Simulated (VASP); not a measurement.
Here is a VASP 6.6.1 calculation.

The input INCAR:

```
SYSTEM = Rh
PREC = Accurate
ENCUT = 520
EDIFF = 1E-8
ISMEAR = -1
SIGMA = 0.15
LREAL = .FALSE.
LASPH = .TRUE.
NELM = 100
ALGO = Normal
ISIF = 2
LWAVE = .FALSE.
LCHARG = .TRUE.
GGA = CA
NBANDS = 22
IBRION = 8
NSW = 1
```

Contents of KPOINTS:

```
regular mesh
0
G
  18 18 10
  0 0 0
```

Contents of POSCAR:

```
Rh
1.0
    2.6526222542      0.0000000000      0.0000000000
   -1.3263111271      2.2972382588      0.0000000000
    0.0000000000      0.0000000000      4.2776539026
Rh
2
Direct
    0.6666666667      0.3333333333      0.7500000000
    0.3333333333      0.6666666667      0.2500000000
```

Potentials or basis: VASP PAW LDA potentials, release 64 (Rh_pv).

Command:

```sh
$ cat potpaw_LDA.64/Rh_pv/POTCAR > POTCAR
$ mpirun -np 1 vasp_std > vasp.out
```

(1) Predict the highest phonon frequency at Γ.

Answers

(1) 274 cm⁻¹.

Caveat: the cell wasn't relaxed at this level first, which shifts response properties.
